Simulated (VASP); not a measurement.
A run of VASP 6.6.1 is set up as follows.

Contents of INCAR:

```
SYSTEM = HfC
PREC     = Accurate       ! precision mode
ENCUT    = 520            ! plane-wave cutoff, eV
EDIFF    = 1E-7           ! SCF threshold, eV
ISMEAR   = 0              ! smearing method
SIGMA    = 0.1            ! smearing width, eV
LREAL    = .FALSE.        ! projectors in reciprocal space
LASPH    = .TRUE.         ! aspherical terms in the spheres
NELM     = 100            ! most SCF steps
ALGO     = Normal         ! electronic algorithm
ISIF     = 2              ! what is computed and relaxed
LWAVE    = .FALSE.        ! write WAVECAR
LCHARG   = .FALSE.        ! write CHGCAR
GGA      = PS             ! functional
NBANDS   = 14             ! bands
```

The input KPOINTS:

```
regular mesh
0
G
  16 16 16
  0 0 0
```

POSCAR

```
HfC
1.0
    0.0000000000      2.3250000000      2.3250000000
    2.3250000000      0.0000000000      2.3250000000
    2.3250000000      2.3250000000      0.0000000000
Hf C
1 1
Direct
    0.5000000000      0.5000000000      0.5000000000
    0.0000000000      0.0000000000      0.0000000000
```

Potentials or basis: VASP PAW PBE potentials, release 64 (Hf_pv, C).

Launch:

```sh
$ cat potpaw_PBE.64/Hf_pv/POTCAR potpaw_PBE.64/C/POTCAR > POTCAR
$ mpirun -np 1 vasp_std > vasp.out
```

**Question.** What does it give for the band gap on the k mesh?

**Answer.** Zero (bands 7 and 8 overlap by 1.45 eV).

**Question.** Estimate the pressure.

**Answer.** -7.0 GPa.

Caveat: the cell stands under tension; the PAW data sets were made with another functional, which shifts forces and pressure a little; spin-orbit coupling is left out, which moves the levels of the heavy elements.
